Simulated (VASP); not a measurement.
SiO2: relaxation of shape and atoms at fixed volume with PBE

The system is SiO2.

```
Si O
1.0
    -2.49800    2.49800    3.66327
     2.49800   -2.49800    3.66327
     2.49800    2.49800   -3.66327
Si O
2 4
Direct
  0.00000 0.00000 0.00000
  0.75000 0.25000 0.50000
  0.96665 0.62500 0.84165
  0.37500 0.21665 0.34165
  0.78335 0.12500 0.15835
  0.87500 0.03335 0.65835
```

```yaml
Program: VASP 6.6.1
Task: relaxation of shape and atoms at fixed volume
Functional: PBE
Potentials_or_basis: VASP PAW PBE potentials, release 64 (Si, O)
Cutoff: 600 eV
k_mesh: 6 × 6 × 6
Occupations: gaussian, width 0.01 eV
Spin: no spin polarisation
Dipole_correction: no
Further_INCAR_settings: ALGO = Normal; EDIFF = 1e-07; IBRION = 2; EDIFFG = -0.001; NSW = 80; ISIF = 4
```

```yaml
Energy_gained_by_relaxing: 2.4 meV/atom
Ionic_steps: 6
Pressure_after_relaxing: 0.5 GPa
Band_gap_on_the_k_mesh: 5.80 eV
```

The path:
| step | energy change (eV) | largest force (eV/Å) | pressure (GPa) | volume (Å³) |
| --- | --- | --- | --- | --- |
| 1 | 0.0000 | 0.1972 | 3.10 | 91.44 |
| 2 | -0.0065 | 0.1461 | 2.40 | 91.44 |
| 3 | -0.0140 | 0.0117 | 0.40 | 91.44 |
| 4 | -0.0140 | 0.0003 | 0.55 | 91.44 |
| 5 | -0.0143 | 0.0005 | 0.52 | 91.44 |
| 6 | -0.0145 | 0.0007 | 0.47 | 91.44 |

Final structure:
```
CELL_PARAMETERS angstrom
-2.49165 2.49165 3.68199
2.49165 -2.49165 3.68199
2.49165 2.49165 -3.68199
ATOMIC_POSITIONS crystal
Si 0.00000 0.00000 0.00000
Si 0.75000 0.25000 0.50000
O 0.97387 0.62500 0.84887
O 0.37500 0.22387 0.34887
O 0.77613 0.12500 0.15113
O 0.87500 0.02613 0.65113
```

Levels at points of the mesh, in eV from the valence-band top:
```
           k point  band 14  band 15  band 16  band 17  band 18  band 19
(0.00, 0.00, 0.00)    -0.72     0.00     0.00     5.80     8.73    10.48
(0.50, 0.00, 0.00)    -0.77    -0.46    -0.15     8.03     8.93     9.70
(0.50, 0.50, 0.00)    -0.93    -0.32    -0.32     9.02     9.02    10.04
(0.50, 0.50, 0.50)    -1.44    -0.30    -0.30     8.81     8.81    10.10
```

Run time: 2.2 min on 1 thread of Intel(R) Xeon(R) 6975P-C (Granite Rapids) (shared host), peak memory 0.28 GiB.

A k mesh can miss the band edges.
